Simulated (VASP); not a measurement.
# Ga4AsP3 (Amm2) in VASP: a series of runs, part 2 of 3

VASP 6.6.1. The steps go on from the part before.

**3. Single point, PBE**

This run uses another cell than the first one, of 19.77 Å³/atom.

INCAR

```
PREC     = Accurate       # precision mode
ENCUT    = 520            # plane-wave cutoff, eV
EDIFF    = 1E-6           # SCF threshold, eV
ISMEAR   = 0              # smearing method
SIGMA    = 0.1            # smearing width, eV
LREAL    = False          # projectors in reciprocal space
LASPH    = True           # aspherical terms in the spheres
NELM     = 60             # most SCF steps
ALGO     = Normal         # electronic algorithm
ISIF     = 2              # what is computed and relaxed
LWAVE    = False          # write WAVECAR
LCHARG   = True           # write CHGCAR
GGA      = PE             # functional
LELF     = True           # ELF
LVHAR    = True         
NBANDS   = 46             # bands
```

KPOINTS

```
regular mesh
0
Gamma
  4 4 4
```

POSCAR

```
Ga4AsP3
1.0
    3.8240508600      0.0000000000      0.0000000000
    0.0000000000      3.8240508600      5.4080245900
    0.0000000000     -3.8240508600      5.4080245900
Ga P As
4 3 1
Direct
    0.0000000000      0.0000000000      0.0000000000
    0.5000000000      0.5000000000      0.0000000000
    0.5000000000      0.0000000000      0.5000000000
    0.0000000000      0.5000000000      0.5000000000
    0.0000000000      0.6250000000      0.1250000000
    0.0000000000      0.1250000000      0.6250000000
    0.5000000000      0.6250000000      0.6250000000
    0.5000000000      0.1250000000      0.1250000000
```

Potentials or basis: VASP PAW PBE potentials, release 64 (Ga_d, P, As).

The run is started by

```bash
cat potpaw_PBE.64/Ga_d/POTCAR potpaw_PBE.64/P/POTCAR potpaw_PBE.64/As/POTCAR > POTCAR
mpirun -np 1 vasp_std > vasp.out
```

OUTCAR:

```text
PREC = Accurate
   ENCUT = 520
   EDIFF = 1E-6
   ISMEAR = 0
   LREAL = False
   LASPH = True
   NELM = 60
   ISIF = 2
   GGA = PE

 ion  position               nearest neighbor table
   1  0.000  0.000  0.000-   5 2.34   6 2.34   8 2.34   8 2.34
   2  0.500  0.500  0.000-   5 2.34   7 2.34   8 2.34   5 2.34
   3  0.500  0.000  0.500-   6 2.34   7 2.34   8 2.34   6 2.34
   4  0.000  0.500  0.500-   5 2.34   6 2.34   7 2.34   7 2.34
   5  0.000  0.625  0.125-   1 2.34   2 2.34   4 2.34   2 2.34
   6  0.000  0.125  0.625-   1 2.34   3 2.34   4 2.34   3 2.34
   7  0.500  0.625  0.625-   2 2.34   3 2.34   4 2.34   4 2.34
   8  0.500  0.125  0.125-   1 2.34   2 2.34   3 2.34   1 2.34

  LATTYP: Found a base centered orthorhombic cell.
 ALAT       =     7.6481017200
 B/A-ratio  =     1.4142135625
 C/A-ratio  =     0.5000000000

  Lattice vectors:

 A1 = (   0.0000000000,   3.8240508600,  -5.4080245900)
 A2 = (   0.0000000000,   3.8240508600,   5.4080245900)
 A3 = (   3.8240508600,   0.0000000000,   0.0000000000)

Analysis of symmetry for initial positions (statically):
=====================================================================
 Subroutine PRICEL returns:
 Original cell was already a primitive cell.

 Routine SETGRP: Setting up the symmetry group for a
 base centered orthorhombic supercell.

 Subroutine GETGRP returns: Found  4 space group operations
 (whereof  4 operations were pure point group operations)
 out of a pool of  8 trial point group operations.

The static configuration has the point symmetry C_2v.

Analysis of symmetry for dynamics (positions and initial velocities):
=====================================================================
 Subroutine PRICEL returns:
 Original cell was already a primitive cell.

 Routine SETGRP: Setting up the symmetry group for a
 base centered orthorhombic supercell.

 Subroutine GETGRP returns: Found  4 space group operations
 (whereof  4 operations were pure point group operations)
 out of a pool of  8 trial point group operations.

The dynamic configuration has the point symmetry C_2v.

 Subroutine INISYM returns: Found  4 space group operations
 (whereof  4 operations are pure point group operations),
 and found     1 'primitive' translations

----------------------------------------------------------------------------------------

                                     Primitive cell

  volume of cell :     158.1670

  direct lattice vectors                    reciprocal lattice vectors
     3.824050860  0.000000000  0.000000000     0.261502798  0.000000000  0.000000000
     0.000000000  3.824050860  5.408024590     0.000000000  0.130751399  0.092455201
     0.000000000 -3.824050860  5.408024590     0.000000000 -0.130751399  0.092455201

  length of vectors
     3.824050860  6.623450381  6.623450381     0.261502798  0.160137105  0.160137105

  position of ions in fractional coordinates (direct lattice)
     0.000000000  0.000000000  0.000000000
[... 42 lines left out ...]

 Found     21 irreducible k-points:

 Following reciprocal coordinates:
            Coordinates               Weight
  0.000000  0.000000  0.000000      1.000000
  0.250000  0.000000  0.000000      2.000000
  0.500000  0.000000  0.000000      1.000000
  0.000000  0.250000  0.000000      4.000000
  0.250000  0.250000  0.000000      8.000000
  0.500000  0.250000  0.000000      4.000000
[... 13 lines left out ...]
  0.250000  0.500000  0.500000      2.000000
  0.500000  0.500000  0.500000      1.000000
   k-points           NKPTS =     21   k-points in BZ     NKDIM =     21   number of bands    NBANDS=     46
   number of dos      NEDOS =    301   number of ions     NIONS =      8
   total plane-waves  NPLWV =  70000
   dimension x,y,z NGX =    28 NGY =   50 NGZ =   50
   dimension x,y,z NGXF=    56 NGYF=  100 NGZF=  100
   ions per type =               4   3   1
   NGX,Y,Z   is equivalent  to a cutoff of  12.17, 12.55, 12.55 a.u.
   NGXF,Y,Z  is equivalent  to a cutoff of  24.35, 25.10, 25.10 a.u.
 SYSTEM =  unknown system
   PREC   = accura    normal or accurate (medium, high low for compatibility)
   ISTART =      0    job   : 0-new  1-cont  2-samecut
   ICHARG =      2    charge: 1-file 2-atom 10-const
   ISPIN  =      1    spin polarized calculation?
   LNONCOLLINEAR =      F non collinear calculations
   LSORBIT =      F    spin-orbit coupling
   LASPH  =      T    aspherical Exc in radial PAW
   ENCUT  =  520.0 eV  38.22 Ry    6.18 a.u.   7.11 12.32 12.32*2*pi/ulx,y,z
   NELM   =     60;   NELMIN=  2; NELMDL= -5     # of ELM steps
   EDIFF  = 0.1E-05   stopping-criterion for ELM
   LREAL  =      F    real-space projection
   EDIFFG = 0.1E-04   stopping-criterion for IOM
   NSW    =      0    number of steps for IOM
   IBRION =     -1    ionic relax: 0-MD 1-quasi-New 2-CG
   NFREE  =      0    steps in history (QN), initial steepest desc. (CG)
   ISIF   =      2    stress and relaxation
   ISYM   =      2    0-nonsym 1-usesym 2-fastsym
   POTIM  = 0.5000    time-step for ionic-motion
   TEBEG  =    0.0;   TEEND  =   0.0 temperature during run
   PSTRESS=    0.0 pullay stress
   NELECT =      72.0000    total number of electrons
   NUPDOWN=      -1.0000    fix difference up-down
   EMIN   =  10.00;   EMAX   =-10.00  energy-range for DOS
   EFERMI =   0.00;   METHOD = LEGACY
   ISMEAR =     0;   SIGMA  =   0.10  broadening in eV -4-tet -1-fermi 0-gaus
   EFERMI_NEDOS =   21; number of points for ismear=-14 and -15
   IALGO  =     38    algorithm
   IMIX   =      4    mixing-type and parameters
     AMIX     =   0.40;   BMIX     =  1.00
     AMIX_MAG =   1.60;   BMIX_MAG =  1.00
  volume/ion in A,a.u.               =      19.77       133.42
  Fermi-wavevector in a.u.,A,eV,Ry     =   1.259352  2.379829 21.578384  1.585967
  Thomas-Fermi vector in A             =   2.392916
   LORBIT       =      0    0 simple, 1 ext, 2 COOP (PROOUT), +10 PAW based schemes
   GGA     = PE    functional components
   LHFCALC =     F    Hartree Fock is set to
   AEXX    =    0.0000 exact exchange contribution
   IVDW    =     0    specifies the selected vdW correction
   LEPSILON=     F    determine dielectric tensor
   LRPA    =     F    only Hartree local field effects (RPA)
 non-spin polarized calculation
 Gauss-broadening in eV      SIGMA  =   0.10
  energy-cutoff  :      520.00
  volume of cell :      158.17
 maximum number of plane-waves:      4316
   NGX = 15   NGY = 25   NGZ = 25

 number of electron      72.0000045 magnetization

 Free energy of the ion-electron system (eV)
  ---------------------------------------------------
  ext. energy  EPLUGINS =         0.00000000
  ---------------------------------------------------
  free energy    TOTEN  =       -35.10486596 eV

  energy without entropy =      -35.10486596  energy(sigma->0) =      -35.10486596

 E-fermi :   5.4976     XC(G=0): -10.0021

 val. band max:        5.0084543242   @ k =   0.0000   0.0000   0.0000
 cond. band min:       6.4921041050   @ k =   0.5000   0.5000   0.5000
 fundamental gap:      1.4836497807
 Fermi energy:         5.4976107540

 k-point     1 :       0.0000    0.0000    0.0000
  band No.  band energies     occupation
      1      -9.9047      2.00000
      2      -9.8224      2.00000
      3      -9.8181      2.00000
      4      -9.7546      2.00000
      5      -9.7458      2.00000
      6      -9.7385      2.00000
[... 1018 lines left out ...]
     45       9.7188      0.00000
     46       9.7443      0.00000

------------------------ aborting loop because EDIFF is reached ----------------------------------------

  FORCE on cell =-STRESS in cart. coord.  units (eV):
  Direction    XX          YY          ZZ          XY          YZ          ZX
  --------------------------------------------------------------------------------------
  -------------------------------------------------------------------------------------
  Total        8.2989499      7.4546002      7.3270759      0.0000000      0.0000000      0.0000000
  in kB       84.0654911     75.5125200     74.2207434      0.0000000      0.0000000      0.0000000
  external PRESSURE =      77.9329182 kB  Pullay stress =       0.0000000 kB

 VOLUME and BASIS-vectors are now :
 -----------------------------------------------------------------------------
  energy-cutoff  :      520.00
  volume of cell :      158.17
      direct lattice vectors                 reciprocal lattice vectors
     3.824050860  0.000000000  0.000000000     0.261502798  0.000000000  0.000000000
     0.000000000  3.824050860  5.408024590     0.000000000  0.130751399  0.092455201
     0.000000000 -3.824050860  5.408024590     0.000000000 -0.130751399  0.092455201

 POSITION                                       TOTAL-FORCE (eV/Angst)
 -----------------------------------------------------------------------------------
      0.00000      0.00000      0.00000         0.000000      0.000000     -0.939943
      1.91203      1.91203      2.70401         0.000000      0.660651      0.460505
      1.91203     -1.91203      2.70401         0.000000     -0.660651      0.460505
      0.00000      0.00000      5.40802         0.000000      0.000000     -0.006640
      0.00000      1.91203      4.05602         0.000000      0.041640      0.007739
      0.00000     -1.91203      4.05602         0.000000     -0.041640      0.007739
      1.91203      0.00000      6.76003         0.000000      0.000000      0.036017
      1.91203      0.00000      1.35201         0.000000      0.000000     -0.025921
 -----------------------------------------------------------------------------------
    total drift:                                0.000000     -0.000001      0.000919

  FREE ENERGIE OF THE ION-ELECTRON SYSTEM (eV)
  ---------------------------------------------------
  free  energy   TOTEN  =       -35.1048659572 eV

  energy  without entropy=      -35.1048659572  energy(sigma->0) =      -35.10486596
```

Run time: 5.1 min. Hardware: 1 thread of Intel Xeon 8259CL, shared host; peak memory 0.32 GiB.

Results:

```
Free energy            : -35.1049 eV
Pressure               : 7.8 GPa
Largest force          : 0.940 eV/Å
Band gap on the k mesh : 1.48 eV
```

Forces in eV/Å, atoms in the order of the input:
```
Ga   0.000  0.000 -0.940
Ga   0.000  0.661  0.461
Ga   0.000 -0.661  0.461
Ga   0.000  0.000 -0.007
P    0.000  0.042  0.008
P    0.000 -0.042  0.008
P    0.000  0.000  0.036
As   0.000  0.000 -0.026
```

Stress tensor (GPa, compression positive):
```
8.41 0.00 0.00
0.00 7.55 0.00
0.00 0.00 7.42
```

Caveat: the cell stands under pressure. A k mesh can miss the band edges.

**4. Single point, PBE**

INCAR

```
ALGO = Normal
EDIFF = 1E-6
ENCUT = 520
GGA = PE
ISIF = 2
ISMEAR = 0
LASPH = T
LCHARG = F
LREAL = F
LWAVE = F
NBANDS = 46
NELM = 100
PREC = Accurate
SIGMA = 0.1
```

KPOINTS

```
k-points
0
Gamma
  4 4 4
```

POSCAR

```
Ga4AsP3
1.0
    3.9452333982      0.0000000000      0.0000000000
    0.0000000000      3.9328992224      5.5417509759
    0.0000000000     -3.9328992224      5.5417509759
Ga P As
4 3 1
Direct
    0.0000000000     -0.0045550541     -0.0045550541
    0.5000000000      0.5070324734     -0.0026977403
    0.5000000000     -0.0026977403      0.5070324734
    0.0000000000      0.5003579600      0.5003579600
    0.0000000000      0.6248522344      0.1249722745
    0.0000000000      0.1249722745      0.6248522344
    0.5000000000      0.6249474916      0.6249474916
    0.5000000000      0.1250903604      0.1250903604
```

The run is started by

```bash
cat potpaw_PBE.64/Ga_d/POTCAR potpaw_PBE.64/P/POTCAR potpaw_PBE.64/As/POTCAR > POTCAR
mpirun -np 1 vasp_std > vasp.out
```

Run time: 6.6 min. Hardware: 1 thread of Intel Xeon 8259CL, shared host; peak memory 0.36 GiB.

The run converged. Its results:

| Item | Value |
| --- | --- |
| Free energy | -35.4885 eV |
| Pressure | 0.2 GPa |
| Largest force | 0.050 eV/Å |
| Band gap on the k mesh | 1.14 eV |

Forces in eV/Å, atoms in the order of the input:
```
Ga   0.000  0.000 -0.050
Ga   0.000  0.031  0.031
Ga   0.000 -0.031  0.031
Ga   0.000  0.000  0.001
P    0.000 -0.001 -0.004
P    0.000  0.001 -0.004
P    0.000  0.000 -0.006
As   0.000  0.000  0.000
```

Stress tensor (GPa, compression positive):
```
0.39 0.00 0.00
0.00 0.17 0.00
0.00 0.00 0.19
```

Levels at points of the mesh, in eV from the valence-band top:
```tsv
k point	band 33	band 34	band 35	band 36	band 37	band 38	band 39	band 40
(0.00, 0.00, 0.00)	-1.05	-0.03	-0.01	0.00	1.14	1.33	1.34	1.59
(0.50, 0.00, 0.00)	-3.24	-3.19	-1.36	-1.08	2.81	3.05	4.59	4.61
(0.00, 0.50, 0.00)	-0.86	-0.83	-0.53	-0.50	1.68	1.88	2.19	2.42
(0.50, 0.50, 0.00)	-2.12	-2.08	-1.95	-1.78	2.23	2.26	2.40	2.55
(0.00, 0.50, 0.50)	-1.67	-1.53	-1.37	-0.98	1.97	2.14	2.77	2.97
(0.50, 0.50, 0.50)	-1.29	-1.11	-1.06	-0.98	1.33	1.35	1.51	1.74
```

A k mesh can miss the band edges.

[end of part 2 of 3]
